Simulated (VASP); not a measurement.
Write the native input for VASP 6.6.1 that does the following.

```
Task                   : single point
Functional             : LDA
Potentials or basis    : VASP PAW PBE potentials, release 64 (Lu, H)
Cutoff                 : 520 eV
k mesh                 : 9 × 9 × 9
Occupations            : fermi-dirac, width 0.1 eV
Spin                   : no spin polarisation
Dipole correction      : no
Further INCAR settings : ALGO = Normal; EDIFF = 1e-06; NBANDS = 20
```

The structure of LuH2 lies in POSCAR:

```
LuH2
1.0
    0.0000000000      2.3892336867      2.3892336867
    2.3892336867      0.0000000000      2.3892336867
    2.3892336867      2.3892336867      0.0000000000
Lu H
1 2
Direct
    0.0000000000      0.0000000000      0.0000000000
    0.2500000000      0.2500000000      0.2500000000
    0.7500000000      0.7500000000      0.7500000000
```

The input as run:

INCAR

```
PREC = Accurate
ENCUT = 520
EDIFF = 1E-6
ISMEAR = -1
SIGMA = 0.1
LREAL = F
LASPH = T
NELM = 60
ALGO = Normal
ISIF = 2
LWAVE = F
LCHARG = T
GGA = CA
LELF = T
LVHAR = T
NBANDS = 20
```

KPOINTS

```
regular mesh
0
Gamma
  9 9 9
```

Potentials or basis: VASP PAW PBE potentials, release 64 (Lu, H).

Command:

```bash
$ cat potpaw_PBE.64/Lu/POTCAR potpaw_PBE.64/H/POTCAR > POTCAR
$ mpirun -np 1 vasp_std > vasp.out
```

Results of the run:

```
Pressure               : 11.0 GPa
Band gap on the k mesh : zero (an odd number of electrons rules out a gap without spin polarisation)
```

Caveat: the cell stands under pressure; the PAW data sets were made with another functional, which shifts forces and pressure a little; spin-orbit coupling is left out, which moves the levels of the heavy elements.

Run time: 23 s on 1 thread of Intel Xeon 8259CL (shared host), peak memory 0.14 GiB.
